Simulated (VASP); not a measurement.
# BaS (P4/mmm) in VASP: notebook, part 2 of 2

VASP 6.6.1. The steps go on from the part before.

### 3 Single point, PBE (uniaxial x strain +5.8%)

INCAR reads:

```
PREC = Accurate
ENCUT = 500
EDIFF = 1E-6
ISMEAR = -1
SIGMA = 0.02
LREAL = False
LASPH = True
NELM = 120
ALGO = Normal
ISIF = 2
LWAVE = False
LCHARG = False
GGA = PE
NBANDS = 15
GGA_COMPAT = False
```

KPOINTS reads:

```
Automatic mesh
0
Gamma
  6 6 6
```

POSCAR reads:

```
BaS
1.0
    4.0553494845      0.0000000000      0.0000000000
    0.0000000000      3.8337582573      0.0000000000
    0.0000000000      0.0000000000      3.8337582573
Ba S
1 1
Direct
    0.0000000000      0.0000000000      0.0000000000
    0.5000000000      0.5000000000      0.5000000000
```

Potentials or basis: VASP PAW PBE potentials, release 64 (Ba_sv, S).

Started as:

```console
$ cat potpaw_PBE.64/Ba_sv/POTCAR potpaw_PBE.64/S/POTCAR > POTCAR
$ mpirun -np 1 vasp_std > vasp.out
```

OUTCAR:

```text
PREC = Accurate
   ENCUT = 500
   EDIFF = 1E-6
   ISMEAR = -1
   LREAL = False
   LASPH = True
   NELM = 120
   ISIF = 2
   GGA = PE

 ion  position               nearest neighbor table
   1  0.000  0.000  0.000-   2 3.39   2 3.39   2 3.39   2 3.39   2 3.39   2 3.39   2 3.39   2 3.39

   2  0.500  0.500  0.500-   1 3.39   1 3.39   1 3.39   1 3.39   1 3.39   1 3.39   1 3.39   1 3.39

  LATTYP: Found a simple tetragonal cell.
 ALAT       =     3.8337582573
 C/A-ratio  =     1.0578000000

  Lattice vectors:

 A1 = (   0.0000000000,   3.8337582573,   0.0000000000)
 A2 = (   0.0000000000,   0.0000000000,   3.8337582573)
 A3 = (   4.0553494845,   0.0000000000,   0.0000000000)

Analysis of symmetry for initial positions (statically):
=====================================================================
 Subroutine PRICEL returns:
 Original cell was already a primitive cell.

 Routine SETGRP: Setting up the symmetry group for a
 simple tetragonal supercell.

 Subroutine GETGRP returns: Found 16 space group operations
 (whereof 16 operations were pure point group operations)
 out of a pool of 16 trial point group operations.

The static configuration has the point symmetry D_4h.

Analysis of symmetry for dynamics (positions and initial velocities):
=====================================================================
 Subroutine PRICEL returns:
 Original cell was already a primitive cell.

 Routine SETGRP: Setting up the symmetry group for a
 simple tetragonal supercell.

 Subroutine GETGRP returns: Found 16 space group operations
 (whereof 16 operations were pure point group operations)
 out of a pool of 16 trial point group operations.

The dynamic configuration has the point symmetry D_4h.

 Subroutine INISYM returns: Found 16 space group operations
 (whereof 16 operations are pure point group operations),
 and found     1 'primitive' translations

----------------------------------------------------------------------------------------

[... 122 lines left out ...]
   LRPA    =     F    only Hartree local field effects (RPA)
 non-spin polarized calculation
  energy-cutoff  :      500.00
  volume of cell :       59.60
 maximum number of plane-waves:      1532
 NGX is ok and might be reduce to    30
   NGX = 15   NGY = 13   NGZ = 13

 number of electron      15.9999997 magnetization

 Free energy of the ion-electron system (eV)
  ---------------------------------------------------
  ext. energy  EPLUGINS =         0.00000000
  ---------------------------------------------------
  free energy    TOTEN  =        -9.70380639 eV

  energy without entropy =       -9.70380639  energy(sigma->0) =       -9.70380639

 E-fermi :   3.2323     XC(G=0):  -9.1593

 val. band max:        2.8362273704   @ k =   0.5000   0.5000   0.0000
 cond. band min:       4.1529435537   @ k =   0.0000   0.0000   0.0000
 fundamental gap:      1.3167161832
 Fermi energy:         3.2323371948

 k-point     1 :       0.0000    0.0000    0.0000
  band No.  band energies     occupation
      1     -24.6075      2.00000
      2      -9.5000      2.00000
      3      -9.4045      2.00000
      4      -9.4045      2.00000
      5      -8.2482      2.00000
      6       2.3183      2.00000
      7       2.6963      2.00000
      8       2.6963      2.00000
      9       4.1529      0.00000
     10       4.1953      0.00000
     11       6.1540      0.00000
     12       8.8698      0.00000
     13       8.8698      0.00000
     14       9.3066      0.00000
[... 401 lines left out ...]
      2     -10.0754      2.00000
      3     -10.0094      2.00000
      4      -9.4971      2.00000
      5      -7.6591      2.00000
      6       0.8777      2.00000
      7       1.0794      2.00000
      8       2.0720      2.00000
      9       5.8542      0.00000
     10       6.9832      0.00000
     11       7.3703      0.00000
     12       8.5542      0.00000
     13       9.4586      0.00000
     14      11.4853      0.00000
     15      11.9436      0.00000

 [... further k-points ...]

------------------------ aborting loop because EDIFF is reached ----------------------------------------

  FORCE on cell =-STRESS in cart. coord.  units (eV):
  Direction    XX          YY          ZZ          XY          YZ          ZX
  --------------------------------------------------------------------------------------
  -------------------------------------------------------------------------------------
  Total       -1.9822095      0.2410609      0.2410609     -0.0000000      0.0000000     -0.0000000
  in kB      -53.2822302      6.4797710      6.4797710     -0.0000000      0.0000000     -0.0000000
  external PRESSURE =     -13.4408960 kB  Pullay stress =       0.0000000 kB

 VOLUME and BASIS-vectors are now :
 -----------------------------------------------------------------------------
  energy-cutoff  :      500.00
  volume of cell :       59.60
      direct lattice vectors                 reciprocal lattice vectors
     4.055349484  0.000000000  0.000000000     0.246587872  0.000000000  0.000000000
     0.000000000  3.833758257  0.000000000     0.000000000  0.260840651  0.000000000
     0.000000000  0.000000000  3.833758257     0.000000000  0.000000000  0.260840651

 POSITION                                       TOTAL-FORCE (eV/Angst)
 -----------------------------------------------------------------------------------
      0.00000      0.00000      0.00000         0.000000      0.000000      0.000000
      2.02767      1.91688      1.91688         0.000000      0.000000      0.000000
 -----------------------------------------------------------------------------------
    total drift:                                0.000000     -0.000000     -0.000000

  FREE ENERGIE OF THE ION-ELECTRON SYSTEM (eV)
  ---------------------------------------------------
  free  energy   TOTEN  =        -9.7038063909 eV

  energy  without entropy=       -9.7038063909  energy(sigma->0) =       -9.70380639
```

OSZICAR:

```text
N       E                     dE             d eps       ncg     rms          rms(c)
DAV:   1     0.788343721497E+02    0.78834E+02   -0.68050E+03  1200   0.911E+02
DAV:   2    -0.569281279159E+01   -0.84527E+02   -0.76677E+02  1594   0.168E+02
DAV:   3    -0.100892296212E+02   -0.43964E+01   -0.43647E+01  1710   0.394E+01
DAV:   4    -0.101580191018E+02   -0.68789E-01   -0.68776E-01  1439   0.513E+00
DAV:   5    -0.101601324327E+02   -0.21133E-02   -0.21133E-02  1767   0.743E-01    0.450E+00
DAV:   6    -0.971345944759E+01    0.44667E+00   -0.49111E-01  1424   0.489E+00    0.328E+00
DAV:   7    -0.969925217127E+01    0.14207E-01   -0.17437E-01  1543   0.255E+00    0.169E+00
DAV:   8    -0.970409696023E+01   -0.48448E-02   -0.35457E-02  1375   0.114E+00    0.202E-01
DAV:   9    -0.970343278920E+01    0.66417E-03   -0.37626E-03  1564   0.426E-01    0.113E-01
DAV:  10    -0.970369727313E+01   -0.26448E-03   -0.49391E-04  1417   0.157E-01    0.374E-02
DAV:  11    -0.970380544293E+01   -0.10817E-03   -0.14613E-04  1410   0.973E-02    0.260E-02
DAV:  12    -0.970380639089E+01   -0.94796E-06   -0.65872E-06  1662   0.205E-02
   1 F= -.97038064E+01 E0= -.97038064E+01  d E =-.193279E-10
```

Run time: 42 s. Hardware: 1 thread of Intel Xeon 8259CL, shared host; peak memory 0.18 GiB.

Results:

```
Free energy            : -9.7038 eV
Pressure               : -1.3 GPa
Band gap on the k mesh : 1.32 eV (least direct gap 1.46 eV)
```

Stress tensor (GPa, compression positive):
```
-5.33  0.00  0.00
 0.00  0.65  0.00
 0.00  0.00  0.65
```

Caveat: the cell differs from its parent crystal (uniaxial x strain +5.8%); spin-orbit coupling is left out, which moves the levels of the heavy elements. A k mesh can miss the band edges.
